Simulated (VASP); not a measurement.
Input of a VASP 6.6.1 run:

INCAR

```
PREC = Accurate
ENCUT = 520
EDIFF = 1E-7
ISMEAR = -1
SIGMA = 0.02
LREAL = Auto
LASPH = True
NELM = 100
ALGO = Normal
ISIF = 2
LWAVE = False
LCHARG = False
GGA = PE
NBANDS = 120
```

Contents of KPOINTS:

```
Automatic mesh
0
Gamma
  4 4 3
```

The input POSCAR:

```
SiO2
1.0
    7.4462000000      0.0000000000      0.0000000000
    0.0000000000      7.4462000000      0.0000000000
    0.0000000000      0.0000000000      8.5838000000
Si O
12 24
Direct
    0.3282300000      0.1188600000      0.2490000000
    0.3811400000      0.8282300000      0.9990000000
    0.6717700000      0.8811400000      0.7490000000
    0.6188600000      0.1717700000      0.4990000000
    0.8282300000      0.3811400000      0.0010000000
    0.8811400000      0.6717700000      0.2510000000
    0.1717700000      0.6188600000      0.5010000000
    0.1188600000      0.3282300000      0.7510000000
    0.4102000000      0.4102000000      0.0000000000
    0.0898000000      0.9102000000      0.7500000000
    0.5898000000      0.5898000000      0.5000000000
    0.9102000000      0.0898000000      0.2500000000
    0.4488000000      0.1266000000      0.4014000000
    0.3734000000      0.9488000000      0.1514000000
    0.5512000000      0.8734000000      0.9014000000
    0.6266000000      0.0512000000      0.6514000000
    0.9488000000      0.3734000000      0.8486000000
    0.8734000000      0.5512000000      0.0986000000
    0.0512000000      0.6266000000      0.3486000000
    0.1266000000      0.4488000000      0.5986000000
    0.1156000000      0.1222000000      0.3065800000
    0.3778000000      0.6156000000      0.0565800000
    0.8844000000      0.8778000000      0.8065800000
    0.6222000000      0.3844000000      0.5565800000
    0.6156000000      0.3778000000      0.9434200000
    0.8778000000      0.8844000000      0.1934200000
    0.3844000000      0.6222000000      0.4434200000
    0.1222000000      0.1156000000      0.6934200000
    0.3593000000      0.3017000000      0.1526000000
    0.1983000000      0.8593000000      0.9026000000
    0.6407000000      0.6983000000      0.6526000000
    0.8017000000      0.1407000000      0.4026000000
    0.8593000000      0.1983000000      0.0974000000
    0.6983000000      0.6407000000      0.3474000000
    0.1407000000      0.8017000000      0.5974000000
    0.3017000000      0.3593000000      0.8474000000
```

Potentials or basis: VASP PAW PBE potentials, release 64 (Si, O).

The run is started by

```console
$ cat potpaw_PBE.64/Si/POTCAR potpaw_PBE.64/O/POTCAR > POTCAR
$ mpirun -np 1 vasp_std > vasp.out
```

(1) Predict the pressure.

(2) Predict the largest force.

(3) Estimate the band gap on the k mesh.

Answers

(1) 8.8 GPa.

(2) 3.173 eV/Å.

(3) 5.64 eV, direct.

Caveat: forces of over 1 eV/Å act on the atoms, so gaps and moduli don't describe the material at rest.
